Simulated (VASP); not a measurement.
Input of a VASP 6.6.1 run:

INCAR

```
  PREC = Accurate
  ENCUT = 520
  EDIFF = 1E-6
  ISMEAR = 1
  SIGMA = 0.05
  LREAL = False
  LASPH = True
  NELM = 100
  ALGO = Normal
  ISIF = 2
  LWAVE = False
  LCHARG = False
  GGA = PS
  NBANDS = 11
```

The input KPOINTS:

```
Automatic mesh
0
Gamma
  10 10 10
```

Contents of POSCAR:

```
Pt
1.0
   -1.5894832280      1.5894832280      1.5894832280
    1.5894832280     -1.5894832280      1.5894832280
    1.5894832280      1.5894832280     -1.5894832280
Pt
1
Direct
    0.0000000000      0.0000000000      0.0000000000
```

Potentials or basis: VASP PAW PBE potentials, release 64 (Pt).

Run with:

```bash
$ cat potpaw_PBE.64/Pt/POTCAR > POTCAR
$ mpirun -np 1 vasp_std > vasp.out
```

**Question.** Predict the band gap on the k mesh.

**Answer.** Zero (band 5 reaches 10.69 eV, above the bottom of band 6 at 8.66 eV).

**Question.** What does it give for the pressure?

**Answer.** -13.4 GPa.

Caveat: the PAW data sets were made with another functional, which shifts forces and pressure a little; spin-orbit coupling is left out, which moves the levels of the heavy elements.
